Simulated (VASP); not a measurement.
Set up this calculation in VASP 6.6.1, as the native input.

```yaml
Task: single point
Functional: PBE
Potentials_or_basis: VASP PAW PBE potentials, release 64 (Zn, Cd, H)
Cutoff: 520 eV
k_mesh: 6 × 6 × 4
Occupations: gaussian, width 0.1 eV
Spin: no spin polarisation
Dipole_correction: no
Further_INCAR_settings: ALGO = Normal; EDIFF = 1e-06; NBANDS = 23
```

The structure of ZnCdH4 lies in POSCAR:

```
ZnCdH4
1.0
    3.1245048200      0.0000000000      0.0000000000
   -1.5622524100      2.7059005500      0.0000000000
    0.0000000000      0.0000000000      6.7489304000
Zn Cd H
1 1 4
Direct
    0.0000000000      0.0000000000      0.0000000000
    0.0000000000      0.0000000000      0.5000000000
    0.3333333300      0.6666666700      0.2500000000
    0.3333333300      0.6666666700      0.7500000000
    0.6666666700      0.3333333300      0.2500000000
    0.6666666700      0.3333333300      0.7500000000
```

The input as run:

INCAR

```
PREC = Accurate
ENCUT = 520
EDIFF = 1E-6
ISMEAR = 0
SIGMA = 0.1
LREAL = F
LASPH = T
NELM = 80
ALGO = Normal
ISIF = 2
LWAVE = F
LCHARG = F
GGA = PE
NBANDS = 23
```

KPOINTS

```
Automatic mesh
0
Gamma
  6 6 4
```

Potentials or basis: VASP PAW PBE potentials, release 64 (Zn, Cd, H).

The run is started by

```sh
$ cat potpaw_PBE.64/Zn/POTCAR potpaw_PBE.64/Cd/POTCAR potpaw_PBE.64/H/POTCAR > POTCAR
$ mpirun -np 1 vasp_std > vasp.out
```

It gave:

* Pressure: -4.7 GPa
* Largest force: 0.225 eV/Å
* Band gap on the k mesh: zero (band 14 reaches 4.51 eV, above the bottom of band 15 at 0.59 eV)

Caveat: the k points lie up to 0.39 Å⁻¹ apart.

Run time: 11 s on 1 thread of Intel(R) Xeon(R) 6975P-C (Granite Rapids), on a shared host, peak memory 0.18 GiB.
